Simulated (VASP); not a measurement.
Here is a VASP 6.6.1 calculation.

The input INCAR:

```
SYSTEM = MgSc2C2
PREC = Accurate
ENCUT = 520
EDIFF = 1E-6
ISMEAR = 0
SIGMA = 0.02
LREAL = .FALSE.
LASPH = .TRUE.
NELM = 60
ALGO = Normal
ISIF = 2
LWAVE = .FALSE.
LCHARG = .TRUE.
GGA = PE
LELF = .TRUE.
LVHAR = .TRUE.
NBANDS = 24
```

File KPOINTS:

```
regular mesh
0
G
  10 10 10
  0 0 0
```

Contents of POSCAR:

```
MgSc2C2
1.0
   -2.1561688081      2.1561688081      5.5839872884
    2.1561688081     -2.1561688081      5.5839872884
    2.1561688081      2.1561688081     -5.5839872884
Mg Sc C
1 2 2
Direct
    0.0000000000      0.0000000000      0.0000000000
    0.7500000000      0.2500000000      0.5000000000
    0.2500000000      0.7500000000      0.5000000000
    0.8144609843      0.8144609843      0.0000000000
    0.1855390157      0.1855390157      0.0000000000
```

Potentials or basis: VASP PAW PBE potentials, release 64 (Mg, Sc_sv, C).

Command:

```bash
$ cat potpaw_PBE.64/Mg/POTCAR potpaw_PBE.64/Sc_sv/POTCAR potpaw_PBE.64/C/POTCAR > POTCAR
$ mpirun -np 1 vasp_std > vasp.out
```

**Question.** What does it give for the largest force?

**Answer.** 0.027 eV/Å.

**Question.** What does it give for the band gap on the k mesh?

**Answer.** 1.15 eV (least direct gap 1.33 eV).

**Question.** Predict the pressure.

**Answer.** 0.3 GPa.

Stress tensor (GPa, compression positive):
```
0.32 0.00 0.00
0.00 0.32 0.00
0.00 0.00 0.12
```

A k mesh can miss the band edges.
